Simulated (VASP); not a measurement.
# BN (P6_3mc) in VASP: a series of runs

The runs below take BN through single point, relaxation of cell and atoms, with PBE.

Everything below comes from runs of VASP 6.6.1. Logs are shortened: lines on timing, memory, paths and dates and some standing lists are left out, and cuts for length are marked.

## 1. The cell of the first run

Symmetry: P6_3mc, No. 186, hexagonal system. The conventional cell has a = 2.555 Å, b = 2.555 Å, c = 4.225 Å, α = 90.00°, β = 90.00°, γ = 120.00°. Within 2.1 Å of B (site symmetry 3m) lie 4 N at 1.57 to 1.58 Å. Within 2.1 Å of N (site symmetry 3m) lie 4 B at 1.57 to 1.58 Å.

## 2. Single point, PBE

Contents of INCAR:

```
SYSTEM = BN
PREC = Accurate
ENCUT = 520
EDIFF = 1E-7
ISMEAR = 0
SIGMA = 0.05
LREAL = .False.
LASPH = .True.
NELM = 100
ALGO = Normal
ISIF = 2
LWAVE = .False.
LCHARG = .False.
GGA = PE
NBANDS = 16
```

Contents of KPOINTS:

```
regular mesh
0
Gamma
  16 16 8
  0 0 0
```

Contents of POSCAR:

```
BN
1.0
    2.5545252835      0.0000000000      0.0000000000
   -1.2772626417      2.2122837901      0.0000000000
    0.0000000000      0.0000000000      4.2245532456
B N
2 2
Direct
    0.6666666667      0.3333333333      0.0001868914
    0.3333333333      0.6666666667      0.5001868914
    0.6666666667      0.3333333333      0.3748131086
    0.3333333333      0.6666666667      0.8748131086
```

Potentials or basis: VASP PAW PBE potentials, release 64 (B, N).

Started as:

```sh
$ cat potpaw_PBE.64/B/POTCAR potpaw_PBE.64/N/POTCAR > POTCAR
$ mpirun -np 1 vasp_std > vasp.out
```

OUTCAR:

```text
SYSTEM = BN
   PREC = Accurate
   ENCUT = 520
   EDIFF = 1E-7
   ISMEAR = 0
   LREAL = .False.
   LASPH = .True.
   NELM = 100
   ISIF = 2
   GGA = PE

 ion  position               nearest neighbor table
   1  0.667  0.333  0.000-   4 1.57   4 1.57   4 1.57   3 1.58
   2  0.333  0.667  0.500-   3 1.57   3 1.57   3 1.57   4 1.58
   3  0.667  0.333  0.375-   2 1.57   2 1.57   2 1.57   1 1.58
   4  0.333  0.667  0.875-   1 1.57   1 1.57   1 1.57   2 1.58

  LATTYP: Found a hexagonal cell.
 ALAT       =     2.5545252835
 C/A-ratio  =     1.6537527629

  Lattice vectors:

 A1 = (   2.5545252835,   0.0000000000,   0.0000000000)
 A2 = (  -1.2772626417,   2.2122837901,   0.0000000000)
 A3 = (   0.0000000000,   0.0000000000,   4.2245532456)

Analysis of symmetry for initial positions (statically):
=====================================================================
 Subroutine PRICEL returns:
 Original cell was already a primitive cell.

 Routine SETGRP: Setting up the symmetry group for a
 hexagonal supercell.

 Subroutine GETGRP returns: Found 12 space group operations
 (whereof  6 operations were pure point group operations)
 out of a pool of 24 trial point group operations.

The static configuration has the point symmetry C_3v.
 The point group associated with its full space group is C_6v.

Analysis of symmetry for dynamics (positions and initial velocities):
=====================================================================
 Subroutine PRICEL returns:
 Original cell was already a primitive cell.

 Routine SETGRP: Setting up the symmetry group for a
 hexagonal supercell.

 Subroutine GETGRP returns: Found 12 space group operations
 (whereof  6 operations were pure point group operations)
 out of a pool of 24 trial point group operations.

The dynamic configuration has the point symmetry C_3v.
 The point group associated with its full space group is C_6v.

 Subroutine INISYM returns: Found 12 space group operations
 (whereof  6 operations are pure point group operations),
 and found     1 'primitive' translations

----------------------------------------------------------------------------------------

                                     Primitive cell

  volume of cell :      23.8744

  direct lattice vectors                    reciprocal lattice vectors
     2.554525283  0.000000000  0.000000000     0.391462166  0.226010787  0.000000000
    -1.277262642  2.212283790  0.000000000     0.000000000  0.452021574  0.000000000
     0.000000000  0.000000000  4.224553246     0.000000000  0.000000000  0.236711421

  length of vectors
     2.554525283  2.554525283  4.224553246     0.452021574  0.452021574  0.236711421

  position of ions in fractional coordinates (direct lattice)
     0.666666667  0.333333333  0.000186891
     0.333333333  0.666666667  0.500186891
     0.666666667  0.333333333  0.374813109
     0.333333333  0.666666667  0.874813109

  ion indices of the primitive-cell ions
   primitive index   ion index
                 1           1
                 2           2
                 3           3
                 4           4

----------------------------------------------------------------------------------------

 KPOINTS: regular mesh

Automatic generation of k-mesh.
 Grid dimensions read from file:
 generate k-points for:   16   16    8

 Generating k-lattice:

  Cartesian coordinates                     Fractional coordinates (reciprocal lattice)
     0.024466385  0.014125674  0.000000000     0.062500000  0.000000000  0.000000000
     0.000000000  0.028251348  0.000000000     0.000000000  0.062500000  0.000000000
     0.000000000  0.000000000  0.029588928     0.000000000  0.000000000  0.125000000

  Length of vectors
     0.028251348  0.028251348  0.029588928

  Shift w.r.t. Gamma in fractional coordinates (k-lattice)
     0.000000000  0.000000000  0.000000000

 Subroutine IBZKPT returns following result:
 ===========================================

 Found    150 irreducible k-points:

 Following reciprocal coordinates:
            Coordinates               Weight
  0.000000  0.000000  0.000000      1.000000
  0.062500  0.000000  0.000000      6.000000
  0.125000  0.000000  0.000000      6.000000
  0.187500  0.000000  0.000000      6.000000
  0.250000  0.000000  0.000000      6.000000
  0.312500  0.000000  0.000000      6.000000
[... 16 lines left out ...]
  0.187500  0.187500  0.000000      6.000000
  0.250000  0.187500  0.000000     12.000000
 [... further k-points ...]
   k-points           NKPTS =    150   k-points in BZ     NKDIM =    150   number of bands    NBANDS=     16
   number of dos      NEDOS =    301   number of ions     NIONS =      4
   total plane-waves  NPLWV =  12800
   dimension x,y,z NGX =    20 NGY =   20 NGZ =   32
   dimension x,y,z NGXF=    40 NGYF=   40 NGZF=   64
   ions per type =               2   2
   NGX,Y,Z   is equivalent  to a cutoff of  13.02, 13.02, 12.59 a.u.
   NGXF,Y,Z  is equivalent  to a cutoff of  26.03, 26.03, 25.19 a.u.
 SYSTEM =  BN
   PREC   = accura    normal or accurate (medium, high low for compatibility)
   ISTART =      0    job   : 0-new  1-cont  2-samecut
   ICHARG =      2    charge: 1-file 2-atom 10-const
   ISPIN  =      1    spin polarized calculation?
   LNONCOLLINEAR =      F non collinear calculations
   LSORBIT =      F    spin-orbit coupling
   LASPH  =      T    aspherical Exc in radial PAW
   ENCUT  =  520.0 eV  38.22 Ry    6.18 a.u.   4.75  4.75  7.85*2*pi/ulx,y,z
   NELM   =    100;   NELMIN=  2; NELMDL= -5     # of ELM steps
   EDIFF  = 0.1E-06   stopping-criterion for ELM
   LREAL  =      F    real-space projection
   EDIFFG = 0.1E-05   stopping-criterion for IOM
   NSW    =      0    number of steps for IOM
   IBRION =     -1    ionic relax: 0-MD 1-quasi-New 2-CG
   NFREE  =      0    steps in history (QN), initial steepest desc. (CG)
   ISIF   =      2    stress and relaxation
   ISYM   =      2    0-nonsym 1-usesym 2-fastsym
   POTIM  = 0.5000    time-step for ionic-motion
   TEBEG  =    0.0;   TEEND  =   0.0 temperature during run
   PSTRESS=    0.0 pullay stress
   NELECT =      16.0000    total number of electrons
   NUPDOWN=      -1.0000    fix difference up-down
   EMIN   =  10.00;   EMAX   =-10.00  energy-range for DOS
   EFERMI =   0.00;   METHOD = LEGACY
   ISMEAR =     0;   SIGMA  =   0.05  broadening in eV -4-tet -1-fermi 0-gaus
   EFERMI_NEDOS =   21; number of points for ismear=-14 and -15
   IALGO  =     38    algorithm
   IMIX   =      4    mixing-type and parameters
     AMIX     =   0.40;   BMIX     =  1.00
     AMIX_MAG =   1.60;   BMIX_MAG =  1.00
  volume/ion in A,a.u.               =       5.97        40.28
  Fermi-wavevector in a.u.,A,eV,Ry     =   1.432642  2.707300 27.925439  2.052462
  Thomas-Fermi vector in A             =   2.552247
   LORBIT       =      0    0 simple, 1 ext, 2 COOP (PROOUT), +10 PAW based schemes
   GGA     = PE    functional components
   LHFCALC =     F    Hartree Fock is set to
   AEXX    =    0.0000 exact exchange contribution
   IVDW    =     0    specifies the selected vdW correction
   LEPSILON=     F    determine dielectric tensor
   LRPA    =     F    only Hartree local field effects (RPA)
 non-spin polarized calculation
 Gauss-broadening in eV      SIGMA  =   0.05
  energy-cutoff  :      520.00
  volume of cell :       23.87
 maximum number of plane-waves:       660
 NGX is ok and might be reduce to    20
   NGX =  9   NGY =  9   NGZ = 15

 number of electron      16.0000000 magnetization

 Free energy of the ion-electron system (eV)
  ---------------------------------------------------
  ext. energy  EPLUGINS =         0.00000000
  ---------------------------------------------------
  free energy    TOTEN  =       -34.83273963 eV

  energy without entropy =      -34.83273963  energy(sigma->0) =      -34.83273963

 E-fermi :   7.6560     XC(G=0): -12.7614

 val. band max:        7.4286864624   @ k =   0.0000   0.0000   0.0000
 cond. band min:      12.7162892181   @ k =   0.3125   0.3125   0.0000
 fundamental gap:      5.2876027557
 Fermi energy:         7.6560293312

 k-point     1 :       0.0000    0.0000    0.0000
  band No.  band energies     occupation
      1     -12.8569      2.00000
      2      -8.7496      2.00000
      3      -3.3902      2.00000
      4       5.3260      2.00000
      5       5.3260      2.00000
      6       7.1673      2.00000
[... 8 lines left out ...]
     15      19.2533      0.00000
     16      23.5177      0.00000

 k-point     2 :       0.0625    0.0000    0.0000
  band No.  band energies     occupation
      1     -12.7725      2.00000
      2      -8.6848      2.00000
      3      -3.3063      2.00000
      4       4.9279      2.00000
      5       5.1640      2.00000
      6       7.0709      2.00000
[... 8 lines left out ...]
     15      19.5024      0.00000
     16      23.3935      0.00000

 k-point     3 :       0.1250    0.0000    0.0000
  band No.  band energies     occupation
      1     -12.5207      2.00000
      2      -8.4952      2.00000
      3      -3.0568      2.00000
      4       3.8874      2.00000
      5       4.7453      2.00000
      6       6.2248      2.00000
[... 8 lines left out ...]
     15      20.1892      0.00000
     16      23.0110      0.00000

 k-point     4 :       0.1875    0.0000    0.0000
  band No.  band energies     occupation
      1     -12.1064      2.00000
      2      -8.1972      2.00000
      3      -2.6472      2.00000
      4       2.5031      2.00000
      5       4.2042      2.00000
      6       5.0264      2.00000
[... 8 lines left out ...]
     15      21.1721      0.00000
     16      22.5128      0.00000
[... 324 lines left out ...]
 k-point    22 :       0.4375    0.1250    0.0000
  band No.  band energies     occupation
      1      -8.6162      2.00000
      2      -7.4396      2.00000
      3      -1.8365      2.00000
      4      -0.1202      2.00000
      5       0.7919      2.00000
      6       1.5377      2.00000
[... 8 lines left out ...]
     15      23.4630      0.00000
     16      24.7410      0.00000

 k-point    23 :       0.1875    0.1875    0.0000
  band No.  band energies     occupation
      1     -10.6832      2.00000
      2      -7.3603      2.00000
      3      -1.2457      2.00000
      4       0.3321      2.00000
      5       1.1083      2.00000
      6       3.2738      2.00000
[... 8 lines left out ...]
     15      22.7935      0.00000
     16      23.4400      0.00000

 k-point    24 :       0.2500    0.1875    0.0000
  band No.  band energies     occupation
      1      -9.9558      2.00000
      2      -7.1147      2.00000
      3      -0.5348      2.00000
      4      -0.4945      2.00000
      5       0.3736      2.00000
      6       2.4046      2.00000
[... 8 lines left out ...]
     15      22.5346      0.00000
     16      23.7009      0.00000

 [... further k-points ...]

------------------------ aborting loop because EDIFF is reached ----------------------------------------

  FORCE on cell =-STRESS in cart. coord.  units (eV):
  Direction    XX          YY          ZZ          XY          YZ          ZX
  --------------------------------------------------------------------------------------
  -------------------------------------------------------------------------------------
  Total        0.0374289      0.0374289      0.0301060      0.0000000      0.0000000      0.0000000
  in kB        2.5118029      2.5118029      2.0203765      0.0000000      0.0000000      0.0000000
  external PRESSURE =       2.3479941 kB  Pullay stress =       0.0000000 kB

 VOLUME and BASIS-vectors are now :
 -----------------------------------------------------------------------------
  energy-cutoff  :      520.00
  volume of cell :       23.87
      direct lattice vectors                 reciprocal lattice vectors
     2.554525283  0.000000000  0.000000000     0.391462166  0.226010787  0.000000000
    -1.277262642  2.212283790  0.000000000     0.000000000  0.452021574  0.000000000
     0.000000000  0.000000000  4.224553246     0.000000000  0.000000000  0.236711421

 POSITION                                       TOTAL-FORCE (eV/Angst)
 -----------------------------------------------------------------------------------
      1.27726      0.73743      0.00079        -0.000000      0.000000      0.002493
     -0.00000      1.47486      2.11307         0.000000      0.000000      0.002493
      1.27726      0.73743      1.58342         0.000000     -0.000000     -0.002493
     -0.00000      1.47486      3.69569        -0.000000      0.000000     -0.002493
 -----------------------------------------------------------------------------------
    total drift:                               -0.000000     -0.000000     -0.000152

  FREE ENERGIE OF THE ION-ELECTRON SYSTEM (eV)
  ---------------------------------------------------
  free  energy   TOTEN  =       -34.8327396276 eV

  energy  without entropy=      -34.8327396276  energy(sigma->0) =      -34.83273963
```

Wall time 42 s (1 thread of Intel Xeon 8259CL, shared host); peak memory 0.16 GiB.

Results:

```yaml
Free_energy: -34.8327 eV
Pressure: 0.2 GPa
Band_gap_on_the_k_mesh: 5.29 eV (least direct gap 8.23 eV)
```

Forces on the atoms (eV/Å):
```
B    0.000  0.000  0.002
B    0.000  0.000  0.002
N    0.000  0.000 -0.002
N    0.000  0.000 -0.002
```

Levels at points of the mesh, in eV from the valence-band top:
| k point | band 4 | band 5 | band 6 | band 7 | band 8 | band 9 | band 10 | band 11 | band 12 | band 13 |
| --- | --- | --- | --- | --- | --- | --- | --- | --- | --- | --- |
| (0.00, 0.00, 0.00) | -2.10 | -2.10 | -0.26 | 0.00 | 0.00 | 8.33 | 8.33 | 8.55 | 9.41 | 10.63 |
| (0.50, 0.00, 0.00) | -7.74 | -6.85 | -4.93 | -4.36 | -2.09 | 6.68 | 7.94 | 10.56 | 11.39 | 12.81 |
| (0.00, 0.00, 0.50) | -5.67 | -1.16 | -1.16 | -1.16 | -1.16 | 9.40 | 9.40 | 9.88 | 9.88 | 9.88 |
| (0.50, 0.00, 0.50) | -9.93 | -3.73 | -3.73 | -3.53 | -3.53 | 6.56 | 6.56 | 9.97 | 9.97 | 14.18 |

A k mesh can miss the band edges. Expect the measured gap to be larger: semilocal functionals such as PBE lack the derivative discontinuity.

## 3. Relaxation of cell and atoms, PBE

This run uses another cell than the first one, of 5.91 Å³/atom.

Contents of INCAR:

```
PREC     = Accurate       # precision mode
ENCUT    = 600            # plane-wave cutoff, eV
EDIFF    = 1E-6           # SCF threshold, eV
ISMEAR   = 0              # smearing method
SIGMA    = 0.05           # smearing width, eV
LREAL    = False          # projectors in reciprocal space
LASPH    = True           # aspherical terms in the spheres
NELM     = 60             # most SCF steps
ALGO     = Normal         # electronic algorithm
ISIF     = 3              # what is computed and relaxed
LWAVE    = False          # write WAVECAR
LCHARG   = False          # write CHGCAR
GGA      = PE             # functional
IBRION   = 2              # ionic algorithm
NSW      = 80             # ionic steps
EDIFFG   = -0.01          # ionic threshold
```

Contents of KPOINTS:

```
Automatic mesh
0
Gamma
  16 16 8
```

Contents of POSCAR:

```
BN
1.0
    2.5444251269      0.0000000000      0.0000000000
   -1.2722125634      2.2035367979      0.0000000000
    0.0000000000      0.0000000000      4.2129502686
B N
2 2
Direct
    0.6666666667      0.3333333333      0.0000000000
    0.3333333333      0.6666666667      0.5000000000
    0.6666666667      0.3333333333      0.3750000000
    0.3333333333      0.6666666667      0.8750000000
```

Potentials or basis: VASP PAW PBE potentials, release 64 (B, N).

Started as:

```sh
$ cat potpaw_PBE.64/B/POTCAR potpaw_PBE.64/N/POTCAR > POTCAR
$ mpirun -np 1 vasp_std > vasp.out
```

Wall time 1.7 min (1 thread of Intel Xeon 8259CL, shared host); peak memory 0.17 GiB.

The run converged. Its results:

```yaml
Free_energy: -34.8391 eV
Relaxed_volume: 5.97 Å³/atom
Relaxed_cell: a = 2.555 Å, b = 2.555 Å, c = 4.225 Å, α = 90.00°, β = 90.00°, γ = 120.00°
Space_group_after_relaxing_to_0.1_Å: P6_3mc (No. 186)
Energy_gained_by_relaxing: 0.8 meV/atom
Ionic_steps: 6
Pressure_after_relaxing: -0.1 GPa
Band_gap_on_the_k_mesh: 5.29 eV (least direct gap 8.23 eV)
```

Step by step:
```
step  energy change (eV)  largest force (eV/Å)  pressure (GPa)  volume (Å³)
   1              0.0000                0.0487            4.05        23.62
   2              0.0003                0.0764           -4.03        24.13
   3             -0.0033                0.0139            0.05        23.87
   4             -0.0033                0.0152           -0.05        23.88
   5             -0.0033                0.0123           -0.12        23.88
   6             -0.0033                0.0010           -0.10        23.88
```

Final structure:
```yaml
crystal:
  lattice:
    - [2.55466, 0.00000, 0.00000]
    - [-1.27733, 2.21240, 0.00000]
    - [0.00000, 0.00000, 4.22470]
  atoms:
    - { symbol: B, position: [0.66667, 0.33333, 0.00020] }
    - { symbol: B, position: [0.33333, 0.66667, 0.50020] }
    - { symbol: N, position: [0.66667, 0.33333, 0.37480] }
    - { symbol: N, position: [0.33333, 0.66667, 0.87480] }
```

Levels at points of the mesh, in eV from the valence-band top:
```tsv
k point	band 4	band 5	band 6	band 7	band 8	band 9	band 10	band 11	band 12
(0.00, 0.00, 0.00)	-2.10	-2.10	-0.26	0.00	0.00	8.33	8.33	8.55	9.40
(0.50, 0.00, 0.00)	-7.74	-6.85	-4.93	-4.36	-2.09	6.68	7.94	10.56	11.39
(0.00, 0.00, 0.50)	-5.67	-1.16	-1.16	-1.16	-1.16	9.40	9.40	9.87	9.87
(0.50, 0.00, 0.50)	-9.93	-3.73	-3.73	-3.53	-3.53	6.56	6.56	9.97	9.97
```
